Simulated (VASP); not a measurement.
The system is La.

```
CELL_PARAMETERS angstrom
3.45000 0.00000 0.00000
0.00000 3.45000 0.00000
0.00000 0.00000 3.45000
ATOMIC_POSITIONS crystal
La 0.00000 0.00000 0.00000
```

| Quantity | Value |
| --- | --- |
| Program | VASP 6.6.1 |
| Task | relaxation of cell and atoms |
| Functional | LDA |
| Potentials or basis | VASP PAW LDA potentials, release 64 (La) |
| Cutoff | 600 eV |
| k mesh | 7 × 7 × 7 |
| Occupations | methfessel-paxton, width 0.05 eV |
| Spin | no spin polarisation |

At the start: pressure -4.8 GPa; volume 41.06 Å³/atom.

Question: How do energy, volume and symmetry change on relaxing?

Answer: Over 14 steps the energy falls by 195.0 meV/atom and the volume is 31.39 Å³/atom (-23.5 %); space group Pm-3m (No. 221, to 0.05 Å).

Step by step:
```csv
step,energy change (eV),largest force (eV/Å),pressure (GPa),volume (Å³)
1,0.0000,0.0000,-4.76,41.06
2,-0.1685,0.0000,-2.68,34.23
3,-0.1949,0.0000,0.27,31.15
4,-0.1950,0.0000,-0.08,31.41
5,-0.1950,0.0000,-0.07,31.40
6,-0.1950,0.0000,-0.08,31.40
7,-0.1950,0.0000,-0.06,31.40
8,-0.1950,0.0000,-0.05,31.40
9,-0.1950,0.0000,-0.05,31.40
10,-0.1950,0.0000,-0.05,31.40
11,-0.1950,0.0000,-0.06,31.40
12,-0.1950,0.0000,-0.06,31.40
13,-0.1950,0.0000,-0.07,31.40
14,-0.1950,0.0000,-0.05,31.39
```

Final structure:
```
La
1.0
     3.15462    0.00000    0.00000
     0.00000    3.15462    0.00000
     0.00000    0.00000    3.15462
La
1
Direct
  0.00000 0.00000 0.00000
```

Caveat: the volume moved by over 15 % at a fixed basis, so the end points are rough.
